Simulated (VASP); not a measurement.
CO2:

```
C O
1.0
    -1.97473    1.97473    3.01406
     1.97473   -1.97473    3.01406
     1.97473    1.97473   -3.01406
C O
2 4
Direct
  0.75000 0.25000 0.50000
  0.00000 0.00000 0.00000
  0.70980 0.12500 0.08480
  0.04020 0.62500 0.91520
  0.37500 0.29020 0.41520
  0.87500 0.95980 0.58480
```

* Program: VASP 6.6.1
* Task: relaxation of cell and atoms
* Functional: PBEsol
* Potentials or basis: VASP PAW PBE potentials, release 64 (C, O)
* Cutoff: 600 eV
* k mesh: 8 × 8 × 8
* Occupations: gaussian, width 0.02 eV
* Spin: no spin polarisation

At the start: pressure -5.4 GPa; volume 7.84 Å³/atom.

Where does the relaxation end?

Over 10 steps the energy falls by 3.6 meV/atom and the volume is 7.61 Å³/atom (-2.9 %); space group I-42d (No. 122, to 0.05 Å).

The path:
| step | energy change (eV) | largest force (eV/Å) | pressure (GPa) | volume (Å³) |
| --- | --- | --- | --- | --- |
| 1 | 0.0000 | 0.1232 | -5.41 | 47.01 |
| 2 | 0.0057 | 0.5582 | 6.26 | 45.24 |
| 3 | -0.0154 | 0.1822 | -0.27 | 46.18 |
| 4 | -0.0207 | 0.0763 | -0.16 | 45.90 |
| 5 | -0.0217 | 0.0031 | -0.05 | 45.72 |
| 6 | -0.0217 | 0.0073 | -0.08 | 45.73 |
| 7 | -0.0217 | 0.0097 | 0.01 | 45.70 |
| 8 | -0.0218 | 0.0143 | 0.18 | 45.65 |
| 9 | -0.0218 | 0.0072 | 0.09 | 45.66 |
| 10 | -0.0218 | 0.0005 | 0.01 | 45.66 |

Final structure:
```yaml
crystal:
  lattice:
    - [-1.96019, 1.96019, 2.97084]
    - [1.96019, -1.96019, 2.97084]
    - [1.96019, 1.96019, -2.97084]
  atoms:
    - { symbol: C, position: [0.75000, 0.25000, 0.50000] }
    - { symbol: C, position: [0.00000, 0.00000, 0.00000] }
    - { symbol: O, position: [0.70704, 0.12500, 0.08204] }
    - { symbol: O, position: [0.04296, 0.62500, 0.91796] }
    - { symbol: O, position: [0.37500, 0.29296, 0.41796] }
    - { symbol: O, position: [0.87500, 0.95704, 0.58204] }
```

Caveat: the PAW data sets were made with another functional, which shifts forces and pressure a little.
